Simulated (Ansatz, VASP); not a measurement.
**Tl in VASP and in Ansatz**

The input INCAR:

```
ALGO     = Normal         # electronic algorithm
EDIFF    = 1E-7           # SCF threshold, eV
ENCUT    = 520            # plane-wave cutoff, eV
GGA      = PE             # functional
ISIF     = 2              # what is computed and relaxed
ISMEAR   = -1             # smearing method
LASPH    = True           # aspherical terms in the spheres
LCHARG   = False          # write CHGCAR
LREAL    = False          # projectors in reciprocal space
LWAVE    = False          # write WAVECAR
NBANDS   = 20             # bands
NELM     = 80             # most SCF steps
PREC     = Accurate       # precision mode
SIGMA    = 0.05           # smearing width, eV
```

File KPOINTS:

```
k-points
0
Gamma
  9 9 9
```

Contents of POSCAR:

```
Tl
1.0
    0.0000000000      3.5898482202      3.5898482202
    3.5898482202      0.0000000000      3.5898482202
    3.5898482202      3.5898482202      0.0000000000
Tl
2
Direct
    0.0000000000      0.0000000000      0.0000000000
    0.2500000000      0.2500000000      0.2500000000
```

Input for Ansatz:

```yaml
crystal:
  lattice:
    - [0.0, 3.5898482202, 3.5898482202]
    - [3.5898482202, 0.0, 3.5898482202]
    - [3.5898482202, 3.5898482202, 0.0]
  atoms:
    - { symbol: Tl, position: [0.0, 0.0, 0.0] }
    - { symbol: Tl, position: [0.25, 0.25, 0.25] }
kpoints:
  mp_grid: { grid: [9, 9, 9] }
scf:
  occupations: { method: fermi_dirac, width: 0.05 }
hamiltonian:
  xc: pbe
  pseudopotentials: { kind: all_electron, lapw: { basis_error: 0.0005 } }
output:
  forces: true
  stress: true
  eigenvalues: true
```

Change from the starting cell: volume scaled by 1.025.

Alike in both runs: task single point; functional PBE; k mesh 9 × 9 × 9; occupations fermi-dirac, width 0.05 eV; no spin polarisation.

```csv
,VASP,Ansatz
version,VASP 6.6.1,Ansatz 0.2.0
potentials or method,"VASP PAW PBE potentials, release 64 (Tl_d), cutoff 520 eV","all-electron LAPW, scalar-relativistic"
```

```csv
,VASP,Ansatz,Ansatz less VASP
pressure (GPa),-0.3,-0.3,+0.04
```

Ansatz ran all-electron here, and VASP with PAW potentials.

Spin-orbit coupling is off throughout.
